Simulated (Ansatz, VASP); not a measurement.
**Two plane-wave programs on RbCaH3**

```
Rb Ca H
1.0
     4.54700    0.00000    0.00000
     0.00000    4.54700    0.08526
     0.00000    0.08526    4.54700
Rb Ca H
1 1 3
Direct
  0.00000 0.00000 0.00000
  0.50000 0.50000 0.50000
  0.00000 0.50000 0.50000
  0.50000 0.00000 0.50000
  0.50000 0.50000 0.00000
```

Change from the starting cell: strain +0.0375 x Voigt [0, 0, 0, 1, 0, 0], atoms carried along.

Alike in both runs: task single point; functional LDA; k mesh 6 × 6 × 6; occupations gaussian, width 0.05 eV; no spin polarisation.

|  | VASP | Ansatz |
| --- | --- | --- |
| version | VASP 6.6.1 | Ansatz 0.2.0 |
| potentials or method | VASP PAW LDA potentials, release 64 (Rb_sv, Ca_sv, H), cutoff 520 eV | scalar-relativistic, plane waves, PAW |
| valence electrons in the cell | 22 | 22 |

Ansatz gave:

* gap on the k mesh at the Fermi level (eV): 2.84
* least direct gap on the mesh (eV): 2.84
* pressure (GPa): -2.4
* traceless stress, the component that is largest in VASP (GPa): -0.64

Task: What did VASP give for the same quantities?

Result: gap on the k mesh at the Fermi level (eV): 2.83; least direct gap on the mesh (eV): 2.83; pressure (GPa): -2.4; traceless stress, the component that is largest in VASP (GPa): -0.64.

LDA's correlation is that of Perdew and Zunger in VASP and of Perdew and Wang (1992) in Ansatz.
